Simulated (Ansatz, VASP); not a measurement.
# One calculation of TaTiN, two programs

```
Ti Ta N
1.0
     3.90167    0.00000    0.00000
     0.00000    3.90167    0.00000
     0.00000    0.00000    5.69710
Ti Ta N
2 2 2
Cartesian
  0.0000 0.0000 4.2728
  0.0000 0.0000 1.4243
  1.9508 1.9508 0.0000
  1.9508 1.9508 2.8485
  1.9508 0.0000 2.8485
  0.0000 1.9508 0.0000
```

Change from the starting cell: species swapped into the TbCoC type (P4_2/mmc, No. 131).

Alike in both runs: functional PBE; k mesh 6 × 6 × 4; occupations gaussian, width 0.1 eV; collinear spin.

Ansatz relaxed the structure, and its values are those at the end. VASP's run is a single point on that final structure, the one shown.

|  | VASP | Ansatz |
| --- | --- | --- |
| version | VASP 6.6.1 | Ansatz 0.2.0 |
| potentials or method | VASP PAW PBE potentials, release 64 (Ti_sv, Ta_pv, N), cutoff 520 eV | scalar-relativistic, plane waves, PAW |
| valence electrons in the cell | 56 | 60 |

Ansatz gave:

```
gap on the k mesh at the Fermi level (eV) : none
pressure (GPa)                            : 0.1
net moment per atom (μB)                  : 0.00
```

Task: Estimate VASP's values.

Result: gap on the k mesh at the Fermi level (eV): none; pressure (GPa): 0.4; net moment per atom (μB): 0.00.

A gap of «none» marks a metal or a gap that the smearing closes. The functional is the same, so the differences come from potentials, cutoffs and numerics. VASP's potentials hold 56 valence electrons a cell and Ansatz's 60, so a difference there can come from the potentials and not from the codes. Ansatz's warnings: seeded moment not kept.

Spin-orbit coupling is off throughout.
